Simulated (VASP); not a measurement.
In, 1 atom in the cell. It takes space group Im-3m (No. 229, cubic). The conventional cell has a = 3.765 Å, b = 3.765 Å, c = 3.765 Å, α = 90.00°, β = 90.00°, γ = 90.00°. In (site symmetry m-3m) has 14 In at 3.26 to 3.77 Å within 4.3 Å. 

| Item | Value |
| --- | --- |
| Program | VASP 6.6.1 |
| Task | single point |
| Functional | PBE0 |
| Potentials or basis | VASP PAW PBE potentials, release 64 (In_d) |
| Cutoff | 520 eV |
| k mesh | 5 × 5 × 5 |
| Occupations | fermi-dirac, width 0.05 eV |
| Spin | no spin polarisation |
| Dipole correction | no |
| Grid for exact exchange (PRECFOCK) | Normal |
| Further INCAR settings | ALGO = Normal; EDIFF = 1e-06; NBANDS = 12 |

Potentials or basis: VASP PAW PBE potentials, release 64 (In_d).

Command:

```console
$ cat potpaw_PBE.64/In_d/POTCAR > POTCAR
$ cp INCAR.step1 INCAR
$ mpirun -np 1 vasp_std > vasp.out
$ cp INCAR.step2 INCAR
$ mpirun -np 1 vasp_std > vasp.out
```

Hardware: 1 thread of AMD EPYC 7R13, on a shared host.

Q: How long does it take, and how much memory?

A: It took 8.2 min on 1 thread of AMD EPYC 7R13, with other jobs on the host, peak memory 0.12 GiB. Counts: k points 10.
